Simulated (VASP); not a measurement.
SiW4, 5 atoms in the cell. The structure is cubic, space group Im-3m (No. 229). The conventional cell has a = 5.655 Å, b = 5.655 Å, c = 5.655 Å, α = 90.00°, β = 90.00°, γ = 90.00°. Within 3.2 Å of Si (site symmetry m-3m) lie 8 W at 2.45 Å. Within 3.2 Å of W (site symmetry -3m) lie 2 Si at 2.45 Å and 6 W at 2.83 Å. 

```yaml
Program: VASP 6.6.1
Task: relaxation of cell and atoms
Functional: PBE
Potentials_or_basis: VASP PAW PBE potentials, release 64 (Si, W_sv)
Cutoff: 600 eV
k_mesh: 10 × 10 × 10
Occupations: gaussian, width 0.1 eV
Spin: no spin polarisation
Dipole_correction: no
Further_INCAR_settings: ALGO = Fast; EDIFF = 1e-07; IBRION = 2; EDIFFG = -0.01; NSW = 100; ISIF = 3
```

Potentials or basis: VASP PAW PBE potentials, release 64 (Si, W_sv).

Launch:

```sh
$ cat potpaw_PBE.64/Si/POTCAR potpaw_PBE.64/W_sv/POTCAR > POTCAR
$ mpirun -np 1 vasp_std > vasp.out
```

Hardware: 1 thread of Intel(R) Xeon(R) 6975P-C (Granite Rapids) (shared host).

Task: Estimate the wall time of this run.

Result: It took 120 s on 1 thread of Intel(R) Xeon(R) 6975P-C (Granite Rapids) (shared host), peak memory 0.33 GiB. Counts: scf iterations 25, k points 47, ion steps 1.
